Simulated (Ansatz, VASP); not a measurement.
**Two plane-wave programs on Ni**

File INCAR:

```
  ALGO = Normal
  EDIFF = 1E-6
  ENCUT = 520
  ISIF = 2
  ISMEAR = -1
  ISPIN = 2
  LASPH = True
  LCHARG = True
  LELF = True
  LMAXMIX = 4
  LORBIT = 11
  LREAL = False
  LVHAR = True
  LWAVE = False
  MAGMOM = 0.797 0.797
  NBANDS = 21
  NELM = 150
  PREC = Accurate
  SIGMA = 0.05
```

File KPOINTS:

```
k-points
0
Gamma
  12 12 12
```

The input POSCAR:

```
Ni
1.0
    0.0000000000      2.5340768455      2.5340768455
    2.5340768455      0.0000000000      2.5340768455
    2.5340768455      2.5340768455      0.0000000000
Ni
2
Direct
    0.1250000000      0.1250000000      0.1250000000
    0.8750000000      0.8750000000      0.8750000000
```

Input for Ansatz:

```yaml
crystal:
  lattice:
    - [0.0, 2.5340768455, 2.5340768455]
    - [2.5340768455, 0.0, 2.5340768455]
    - [2.5340768455, 2.5340768455, 0.0]
  atoms:
    - { symbol: Ni, position: [0.125, 0.125, 0.125], spin: 0.797 }
    - { symbol: Ni, position: [0.875, 0.875, 0.875], spin: 0.797 }
hamiltonian:
  xc: lda
  pseudopotentials:
    kind: paw
    azcp:
      Ni: "pseudopotentials/Ni.paw.azcp"
basis:
  ecutwfc: 420
  fft_grid_basis: typed
kpoints:
  mp_grid: { grid: [12, 12, 12], shift: [0, 0, 0] }
magnetization:
  spin_polarized: true
scf:
  occupations: { method: fermi_dirac, width: 0.05 }
  lower_state_search: "off"
output:
  stress: true
```

Alike in both runs: task single point; functional LDA; k mesh 12 × 12 × 12; occupations fermi-dirac, width 0.05 eV; collinear spin.

|  | VASP | Ansatz |
| --- | --- | --- |
| version | VASP 6.6.1 | Ansatz 0.2.0 |
| potentials or method | VASP PAW LDA potentials, release 64 (Ni), cutoff 520 eV | plane waves (420 eV) with PAW, scalar-relativistic |
| valence electrons in the cell | 20 | 36 |

```tsv
	VASP	Ansatz	Ansatz less VASP
pressure (GPa)	-7.8	-7.7	+0.03
net moment per atom (μB)	0.75	0.77	+0.022
size of the moment on the site where the two differ most (μB)	0.75	0.80	+0.049
```

Ansatz warns that its potentials were made for another functional, while VASP's fit it. LDA's correlation is that of Perdew and Zunger in VASP and of Perdew and Wang (1992) in Ansatz. Site moments also hang on the region over which each program counts them. VASP's potentials hold 20 valence electrons a cell and Ansatz's 36, so a difference there can come from the potentials and not from the codes.
